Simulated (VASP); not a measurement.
Runs of VASP 6.6.1 on Nb. The structure is that of space group Pm-3m (No. 221), or close to it. The cells are those of the table. 

```csv
task,cell,k mesh,cutoff (eV),gap on the mesh (eV),pressure (GPa)
single point,"a = 2.619 Å, 1 atom",13 × 13 × 13,520,none,(a)
single point,"a = 2.733 Å, 1 atom",12 × 12 × 12,520,none,-0.2
single point,"a = 2.769 Å, 1 atom",13 × 13 × 13,520,none,-5.1
single point,"a = 2.658 Å, 1 atom",13 × 13 × 13,520,none,11.7
single point,"a = 2.733 Å, 1 atom",19 × 19 × 19,520,none,-0.2
single point,"a = 2.804 Å, 1 atom",13 × 13 × 13,520,none,-8.7
single point,"a = 2.696 Å, 1 atom",13 × 13 × 13,520,none,(b)
single point,"a = 2.733 Å, 1 atom",13 × 13 × 13,520,none,-0.6
single point,"a = 2.838 Å, 1 atom",13 × 13 × 13,520,none,-11.7
relaxation of cell and atoms,"relaxed from a = 2.688 Å, 1 atom",12 × 12 × 12,600,none,0.0
```

Alike in all rows: level revPBE; potentials or basis VASP PAW PBE potentials, release 64 (Nb_sv); no spin polarisation; smearing fermi-dirac 0.1 eV.

Fill in the values left out.

(a) 20.1; (b) 4.9.

Caveats: the PAW data sets were made with another functional, which shifts forces and pressure a little.

A k mesh can miss the band edges, and the runs leave out spin-orbit coupling on Nb.

A gap of «none» marks levels without a gap at the run's occupations.
